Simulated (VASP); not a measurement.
Crystal: BN.

```
B N
1.0
     2.50058    0.00000    0.00000
    -1.25029    2.16557    0.00000
     0.00000    0.00000    6.52364
B N
2 2
Direct
  0.33333 0.66667 0.25000
  0.66667 0.33333 0.75000
  0.33333 0.66667 0.75000
  0.66667 0.33333 0.25000
```

Base run:

```yaml
Program: VASP 6.6.1
Functional: PBE
Potentials_or_basis: VASP PAW PBE potentials, release 64 (B, N)
Cutoff: 520 eV
k_mesh: 9 × 9 × 4
Occupations: gaussian, width 0.01 eV
Spin: no spin polarisation
```

Its results: band gap on the k mesh 4.38 eV, indirect (least direct gap 4.65 eV); electronic dielectric tensor (diagonal) 4.80, 4.80, 2.77.

**Question.** The run is repeated on the same cell with these changes: functional from PBE to r2SCAN. What comes out?

**Answer.** Band gap on the k mesh 5.01 eV, indirect (least direct gap 5.28 eV); electronic dielectric tensor (diagonal) 4.45, 4.45, 2.71.

r2SCAN gives the wider gap, since meta-GGAs in the generalised Kohn-Sham scheme recover part of the derivative discontinuity.

A k mesh can miss the band edges.
